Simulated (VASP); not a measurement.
# Mg32ZnO32 (a cell with a defect) in VASP: single point with PBEsol

Aim: the single point of Mg32ZnO32 (a cell with a defect) with PBEsol.

Program: VASP 6.6.1. These are calculated values, not measurements. Logs are shortened: lines on timing, memory, paths and dates and some standing lists are left out, and cuts for length are marked.

**1. The cell of the first run**

The cell holds a defect, 65 atoms: a = 8.429 Å, b = 8.429 Å, c = 8.429 Å, α = 90.00°, β = 90.00°, γ = 90.00°.

**2. Single point, PBEsol**

INCAR reads:

```
SYSTEM = Mg32ZnO32
PREC     = Accurate       ! precision mode
ENCUT    = 520            ! plane-wave cutoff, eV
EDIFF    = 1E-6           ! SCF threshold, eV
ISMEAR   = -1             ! smearing method
SIGMA    = 0.05           ! smearing width, eV
LREAL    = Auto         
LASPH    = .True.         ! aspherical terms in the spheres
NELM     = 80             ! most SCF steps
ALGO     = Normal         ! electronic algorithm
ISIF     = 2              ! what is computed and relaxed
LWAVE    = .False.        ! write WAVECAR
LCHARG   = .True.         ! write CHGCAR
GGA      = PS             ! functional
LELF     = .True.         ! ELF
LVHAR    = .True.       
NBANDS   = 172            ! bands
ISYM     = 0
```

KPOINTS reads:

```
Automatic mesh
0
Gamma
  1 1 1
  0.25 0.25 0.25
```

POSCAR reads:

```
Mg32ZnO32
1.0
    8.4288080000      0.0000000000      0.0000000000
    0.0000000000      8.4288080000      0.0000000000
    0.0000000000      0.0000000000      8.4288080000
O Mg Zn
32 32 1
Direct
    0.2499540000      0.9974550000      0.9975840000
    0.2530090000      0.9934870000      0.5032270000
    0.2529810000      0.5030880000      0.9936110000
    0.2672610000      0.5172720000      0.5173770000
    0.7496870000      0.9998370000      0.9999480000
    0.7472860000      0.9974130000      0.5001880000
    0.7472930000      0.5000660000      0.9975160000
    0.7433960000      0.5030940000      0.5032290000
    0.9970160000      0.2471110000      0.9935920000
    0.9821220000      0.2319550000      0.5193930000
    0.0000760000      0.7528340000      0.9974350000
    0.9970140000      0.7567090000      0.5032760000
    0.5026600000      0.2501640000      0.9974900000
    0.5065460000      0.2471120000      0.5032820000
    0.5002610000      0.7503990000      0.9997810000
    0.5023520000      0.7524660000      0.5001720000
    0.9970230000      0.9934870000      0.2472210000
    0.0000750000      0.9973260000      0.7529640000
    0.9820610000      0.5193410000      0.2321510000
    0.9970140000      0.5031430000      0.7567690000
    0.5026620000      0.9973540000      0.2502950000
    0.5002720000      0.9996640000      0.7505360000
    0.5065320000      0.5031370000      0.2472400000
    0.5023600000      0.5000520000      0.7525860000
    0.2691540000      0.2322750000      0.2324530000
    0.2530530000      0.2471110000      0.7567860000
    0.2530480000      0.7566410000      0.2472270000
    0.2499600000      0.7524740000      0.7525940000
    0.7433440000      0.2471000000      0.2472120000
    0.7472170000      0.2501560000      0.7529520000
    0.7472080000      0.7528300000      0.2502820000
    0.7495610000      0.7503770000      0.7504890000
    0.9998190000      0.9948290000      0.9949430000
    0.9979090000      0.9981030000      0.5025510000
    0.9978850000      0.5024380000      0.9982600000
    0.9726620000      0.5274630000      0.5274770000
    0.5000800000      0.0000090000      0.0001410000
    0.5050410000      0.9948960000      0.5004410000
    0.5050260000      0.5003240000      0.9950290000
    0.5019200000      0.5020970000      0.5022220000
    0.2523100000      0.2480160000      0.9983560000
    0.2772260000      0.2227830000      0.5274330000
    0.2501890000      0.7551500000      0.9950310000
    0.2520200000      0.7519720000      0.5021970000
    0.7446970000      0.2499520000      0.9949420000
    0.7481160000      0.2479870000      0.5025430000
    0.7499270000      0.7501700000      0.0001530000
    0.7447690000      0.7551680000      0.5004030000
    0.2523260000      0.9981950000      0.2481270000
    0.2501900000      0.9948990000      0.7552930000
    0.2771600000      0.5272710000      0.2229390000
    0.2520130000      0.5020820000      0.7520770000
    0.7446900000      0.9948130000      0.2500640000
    0.7499310000      0.0000200000      0.7502860000
    0.7480980000      0.5024340000      0.2480910000
    0.7447800000      0.5002980000      0.7552710000
    0.9720520000      0.2221880000      0.2222980000
    0.9978940000      0.2479650000      0.7526960000
    0.9978820000      0.7526090000      0.2480560000
    0.9997070000      0.7551740000      0.7552970000
    0.5024980000      0.2479750000      0.2481030000
    0.5050370000      0.2497970000      0.7552880000
    0.5050260000      0.7551450000      0.2499160000
    0.5000550000      0.7501600000      0.7502780000
    0.1241550000      0.3744140000      0.3746090000
```

Potentials or basis: VASP PAW PBE potentials, release 64 (O, Mg, Zn).

On the command line:

```
cat potpaw_PBE.64/O/POTCAR potpaw_PBE.64/Mg/POTCAR potpaw_PBE.64/Zn/POTCAR > POTCAR
mpirun -np 1 vasp_std > vasp.out
```

OUTCAR:

```text
SYSTEM = Mg32ZnO32
   PREC = Accurate
   ENCUT = 520
   EDIFF = 1E-6
   ISMEAR = -1
   LREAL = Auto
   LASPH = .True.
   NELM = 80
   ISIF = 2
   GGA = PS
   ISYM = 0

 ion  position               nearest neighbor table
   1  0.250  0.997  0.998-  50 2.04  43 2.04  37 2.11  33 2.11  49 2.11  41 2.11
   2  0.253  0.993  0.503-  42 1.95  44 2.04  38 2.12  50 2.12  34 2.15  49 2.15
   3  0.253  0.503  0.994-  51 1.95  52 2.04  39 2.12  43 2.12  41 2.15  35 2.15
   4  0.267  0.517  0.517-  40 1.99  44 1.99  52 1.99  65 2.09  51 2.48  42 2.49  36 2.49
   5  0.750  1.000  1.000-  37 2.10  54 2.10  47 2.10  45 2.11  53 2.11  33 2.11
   6  0.747  0.997  0.500-  48 2.04  38 2.04  54 2.11  53 2.11  46 2.11  34 2.11
   7  0.747  0.500  0.998-  56 2.04  39 2.04  47 2.11  45 2.11  55 2.11  35 2.11
   8  0.743  0.503  0.503-  36 1.95  40 2.04  56 2.12  48 2.12  46 2.15  55 2.15
   9  0.997  0.247  0.994-  57 1.95  58 2.03  33 2.13  45 2.13  41 2.15  35 2.15
  10  0.982  0.232  0.519-  58 1.98  34 1.98  46 1.98  65 2.09  42 2.49  36 2.49  57 2.51
  11  0.000  0.753  0.997-  33 2.04  60 2.04  43 2.11  47 2.11  35 2.11  59 2.11
  12  0.997  0.757  0.503-  36 1.95  34 2.03  60 2.12  48 2.13  44 2.15  59 2.15
  13  0.503  0.250  0.997-  45 2.04  62 2.04  37 2.11  39 2.11  41 2.11  61 2.11
  14  0.507  0.247  0.503-  42 1.95  46 2.04  62 2.12  38 2.13  40 2.15  61 2.15
  15  0.500  0.750  1.000-  64 2.10  37 2.10  47 2.10  43 2.11  39 2.11  63 2.11
  16  0.502  0.752  0.500-  48 2.04  38 2.04  64 2.11  63 2.11  44 2.11  40 2.11
  17  0.997  0.993  0.247-  57 1.95  59 2.03  33 2.13  53 2.13  49 2.15  34 2.15
[... 66 lines left out ...]
                            54 2.96  46 2.98  34 2.98  35 2.98  41 2.98  50 3.01  56 3.01  52 3.03
  59  0.998  0.753  0.248-  19 1.98  17 2.03  11 2.11  31 2.11  27 2.15  12 2.15  33 2.95  53 2.95
                            47 2.96  55 2.98  35 2.98  34 2.98  49 2.98  43 3.01  48 3.01  44 3.03
  60  1.000  0.755  0.755-  11 2.04  18 2.04  32 2.11  28 2.11  12 2.12  20 2.12  36 2.72  33 2.86
                            50 2.92  43 2.92  54 2.95  47 2.95  34 2.95  35 2.96  52 3.01  44 3.01
  61  0.502  0.248  0.248-  25 1.98  29 2.03  13 2.11  21 2.11  23 2.15  14 2.15  53 2.95  45 2.95
                            37 2.96  41 2.98  49 2.98  46 2.98  55 2.98  38 3.01  39 3.01  40 3.03
  62  0.505  0.250  0.755-  30 2.04  13 2.04  22 2.11  24 2.11  26 2.12  14 2.12  42 2.73  45 2.86
                            56 2.92  39 2.92  37 2.95  54 2.95  41 2.96  46 2.96  52 3.01  40 3.01
  63  0.505  0.755  0.250-  31 2.04  21 2.04  15 2.11  16 2.11  27 2.12  23 2.12  51 2.73  53 2.86
                            48 2.92  38 2.92  37 2.95  47 2.95  49 2.96  55 2.96  44 3.01  40 3.01
  64  0.500  0.750  0.750-  15 2.10  22 2.10  32 2.10  28 2.11  16 2.11  24 2.11  38 2.95  39 2.95
                            56 2.95  48 2.95  50 2.95  43 2.95  44 2.96  40 2.96  52 2.96  37 2.98
  65  0.124  0.374  0.375-   4 2.09  10 2.09  25 2.09  19 2.09  57 2.22  36 2.23  42 2.23  51 2.23

IMPORTANT INFORMATION: All symmetrisations will be switched off!
NOSYMM: (Re-)initialisation of all symmetry stuff for point group C_1.

----------------------------------------------------------------------------------------

                                     Primitive cell

  volume of cell :     598.8230

  direct lattice vectors                    reciprocal lattice vectors
     8.428808000  0.000000000  0.000000000     0.118640738  0.000000000  0.000000000
     0.000000000  8.428808000  0.000000000     0.000000000  0.118640738  0.000000000
     0.000000000  0.000000000  8.428808000     0.000000000  0.000000000  0.118640738

  length of vectors
     8.428808000  8.428808000  8.428808000     0.118640738  0.118640738  0.118640738

  position of ions in fractional coordinates (direct lattice)
     0.249954000  0.997455000  0.997584000
     0.253009000  0.993487000  0.503227000
     0.252981000  0.503088000  0.993611000
     0.267261000  0.517272000  0.517377000
     0.749687000  0.999837000  0.999948000
     0.747286000  0.997413000  0.500188000
[... 57 lines left out ...]
     0.500055000  0.750160000  0.750278000
     0.124155000  0.374414000  0.374609000

  ion indices of the primitive-cell ions
   primitive index   ion index
                 1           1
                 2           2
                 3           3
                 4           4
                 5           5
                 6           6
[... 88 lines left out ...]
  0.250000  0.250000  0.250000      2.000000
 -0.250000  0.250000  0.250000      2.000000
 -0.250000 -0.250000  0.250000      2.000000
  0.250000 -0.250000  0.250000      2.000000
   k-points           NKPTS =      4   k-points in BZ     NKDIM =      4   number of bands    NBANDS=    172
   number of dos      NEDOS =    301   number of ions     NIONS =     65
   total plane-waves  NPLWV = 262144
   dimension x,y,z NGX =    64 NGY =   64 NGZ =   64
   dimension x,y,z NGXF=   128 NGYF=  128 NGZF=  128
   ions per type =              32  32   1
   NGX,Y,Z   is equivalent  to a cutoff of  12.62, 12.62, 12.62 a.u.
   NGXF,Y,Z  is equivalent  to a cutoff of  25.25, 25.25, 25.25 a.u.
 SYSTEM =  Mg32ZnO32
   PREC   = accura    normal or accurate (medium, high low for compatibility)
   ISTART =      0    job   : 0-new  1-cont  2-samecut
   ICHARG =      2    charge: 1-file 2-atom 10-const
   ISPIN  =      1    spin polarized calculation?
   LNONCOLLINEAR =      F non collinear calculations
   LSORBIT =      F    spin-orbit coupling
   LASPH  =      T    aspherical Exc in radial PAW
   ENCUT  =  520.0 eV  38.22 Ry    6.18 a.u.  15.67 15.67 15.67*2*pi/ulx,y,z
   NELM   =     80;   NELMIN=  2; NELMDL= -5     # of ELM steps
   EDIFF  = 0.1E-05   stopping-criterion for ELM
   LREAL  =      T    real-space projection
   EDIFFG = 0.1E-04   stopping-criterion for IOM
   NSW    =      0    number of steps for IOM
   IBRION =     -1    ionic relax: 0-MD 1-quasi-New 2-CG
   NFREE  =      0    steps in history (QN), initial steepest desc. (CG)
   ISIF   =      2    stress and relaxation
   ISYM   =      0    0-nonsym 1-usesym 2-fastsym
   POTIM  = 0.5000    time-step for ionic-motion
   TEBEG  =    0.0;   TEEND  =   0.0 temperature during run
   PSTRESS=    0.0 pullay stress
   NELECT =     268.0000    total number of electrons
   NUPDOWN=      -1.0000    fix difference up-down
   EMIN   =  10.00;   EMAX   =-10.00  energy-range for DOS
   EFERMI =   0.00;   METHOD = LEGACY
   ISMEAR =    -1;   SIGMA  =   0.05  broadening in eV -4-tet -1-fermi 0-gaus
   EFERMI_NEDOS =   21; number of points for ismear=-14 and -15
   IALGO  =     38    algorithm
   IMIX   =      4    mixing-type and parameters
     AMIX     =   0.40;   BMIX     =  1.00
     AMIX_MAG =   1.60;   BMIX_MAG =  1.00
  volume/ion in A,a.u.               =       9.21        62.17
  Fermi-wavevector in a.u.,A,eV,Ry     =   1.252238  2.366387 21.335301  1.568100
  Thomas-Fermi vector in A             =   2.386148
   LORBIT       =      0    0 simple, 1 ext, 2 COOP (PROOUT), +10 PAW based schemes
   GGA     = PS    functional components
   LHFCALC =     F    Hartree Fock is set to
   AEXX    =    0.0000 exact exchange contribution
   IVDW    =     0    specifies the selected vdW correction
   LEPSILON=     F    determine dielectric tensor
   LRPA    =     F    only Hartree local field effects (RPA)
 non-spin polarized calculation
  energy-cutoff  :      520.00
  volume of cell :      598.82
 maximum number of plane-waves:     16125
 NGX is ok and might be reduce to    64
   NGX = 31   NGY = 31   NGZ = 31

 number of electron     268.0000010 magnetization

 Free energy of the ion-electron system (eV)
  ---------------------------------------------------
  ext. energy  EPLUGINS =         0.00000000
  ---------------------------------------------------
  free energy    TOTEN  =      -391.01673853 eV

  energy without entropy =     -391.01673797  energy(sigma->0) =     -391.01673825

 E-fermi :   8.2523     XC(G=0): -11.4260

 val. band max:        7.4734717157   @ k =   0.2500  -0.2500   0.2500
 cond. band min:       9.0269495528   @ k =   0.2500   0.2500   0.2500
 fundamental gap:      1.5534778371
 Fermi energy:         8.2523063014

 k-point     1 :       0.2500    0.2500    0.2500
  band No.  band energies     occupation
      1     -13.9683      2.00000
      2     -13.6178      2.00000
      3     -13.6173      2.00000
      4     -13.5174      2.00000
      5     -13.3025      2.00000
      6     -13.3021      2.00000
[... 585 lines left out ...]
    145      11.5853      0.00000
    146      11.6859      0.00000
 [bands above 146 left out]

------------------------ aborting loop because EDIFF is reached ----------------------------------------

  FORCE on cell =-STRESS in cart. coord.  units (eV):
  Direction    XX          YY          ZZ          XY          YZ          ZX
  --------------------------------------------------------------------------------------
  -------------------------------------------------------------------------------------
  Total       33.9376797     33.9705525     33.9307974     -0.0986300     -0.1120733     -0.0792111
  in kB       90.8017557     90.8897083     90.7833418     -0.2638888     -0.2998571     -0.2119328
  external PRESSURE =      90.8249353 kB  Pullay stress =       0.0000000 kB

 VOLUME and BASIS-vectors are now :
 -----------------------------------------------------------------------------
  energy-cutoff  :      520.00
  volume of cell :      598.82
      direct lattice vectors                 reciprocal lattice vectors
     8.428808000  0.000000000  0.000000000     0.118640738  0.000000000  0.000000000
     0.000000000  8.428808000  0.000000000     0.000000000  0.118640738  0.000000000
     0.000000000  0.000000000  8.428808000     0.000000000  0.000000000  0.118640738

 POSITION                                       TOTAL-FORCE (eV/Angst)
 -----------------------------------------------------------------------------------
      2.10681      8.40736      8.40844        -0.002758      0.005901      0.005274
      2.13256      8.37391      4.24160        -0.006346     -0.008531     -0.005916
      2.13233      4.24043      8.37496        -0.005879     -0.004712     -0.006319
      2.25269      4.35999      4.36087         0.030655      0.030225      0.030765
      6.31897      8.42743      8.42837         0.007916      0.002578      0.003332
      6.29873      8.40700      4.21599         0.005495      0.003590     -0.003159
[... 57 lines left out ...]
      4.21487      6.32295      6.32395        -0.005863     -0.005349     -0.005367
      1.04648      3.15586      3.15751         0.001271      0.001215      0.000130
 -----------------------------------------------------------------------------------
    total drift:                               -0.002358     -0.003191      0.004468

  FREE ENERGIE OF THE ION-ELECTRON SYSTEM (eV)
  ---------------------------------------------------
  free  energy   TOTEN  =      -391.0167385320 eV

  energy  without entropy=     -391.0167379690  energy(sigma->0) =     -391.01673825
```

Run time: 11 min. Hardware: 1 thread of Intel Xeon Platinum 8559C (Emerald Rapids), shared host; peak memory 0.72 GiB.

Results:

| Property | Result |
| --- | --- |
| Free energy | -391.0167 eV |
| Pressure | 9.1 GPa |
| Largest force | 0.053 eV/Å |
| Band gap on the k mesh | 1.55 eV |

Forces on the atoms (eV/Å):
```
O   -0.003  0.006  0.005
O   -0.006 -0.009 -0.006
O   -0.006 -0.005 -0.006
O    0.031  0.030  0.031
O    0.008  0.003  0.003
O    0.005  0.004 -0.003
O    0.006 -0.003  0.005
O   -0.006 -0.006 -0.007
O    0.004  0.006 -0.004
O   -0.029 -0.023  0.008
O    0.000  0.000  0.000
O    0.004  0.007 -0.006
O    0.001  0.001  0.000
O    0.012  0.005 -0.004
O    0.000 -0.002  0.006
O    0.001  0.000 -0.003
O    0.003 -0.007  0.005
O    0.000 -0.001 -0.001
O   -0.027  0.005 -0.024
O    0.003 -0.003  0.008
O    0.003 -0.001  0.002
O    0.000  0.003  0.001
O    0.011 -0.003  0.004
O    0.001 -0.002  0.000
O    0.003 -0.029 -0.029
O   -0.004  0.005  0.008
O   -0.005  0.010  0.006
O   -0.004  0.000  0.000
O   -0.002  0.006  0.007
O    0.002  0.003 -0.003
O    0.002 -0.002  0.003
O    0.004  0.001  0.003
Mg   0.005 -0.002 -0.003
Mg  -0.002  0.002  0.001
Mg  -0.001  0.000 -0.002
Mg  -0.002  0.004  0.007
Mg  -0.005  0.003  0.001
Mg   0.001 -0.001 -0.003
Mg   0.001 -0.003 -0.002
Mg  -0.004  0.001  0.001
Mg   0.001 -0.002 -0.002
Mg   0.003  0.002  0.005
Mg  -0.001  0.001 -0.002
Mg   0.003 -0.002  0.003
Mg  -0.002  0.003 -0.004
Mg  -0.001 -0.003  0.002
Mg   0.000 -0.003  0.000
Mg  -0.002  0.002 -0.001
Mg   0.000  0.000 -0.001
Mg  -0.002 -0.001  0.001
Mg   0.006  0.006  0.001
Mg   0.002  0.003 -0.001
Mg  -0.002 -0.001  0.003
Mg   0.001  0.002 -0.003
Mg  -0.002  0.000 -0.001
Mg  -0.002 -0.003  0.001
Mg  -0.007 -0.007 -0.006
Mg  -0.001 -0.001 -0.003
Mg   0.000 -0.002  0.000
Mg   0.006  0.001  0.000
Mg  -0.003  0.001  0.001
Mg   0.001  0.005  0.000
Mg   0.001  0.001  0.005
Mg  -0.006 -0.005 -0.005
Zn   0.001  0.001  0.000
```

Caveat: the PAW data sets were made with another functional, which shifts forces and pressure a little.
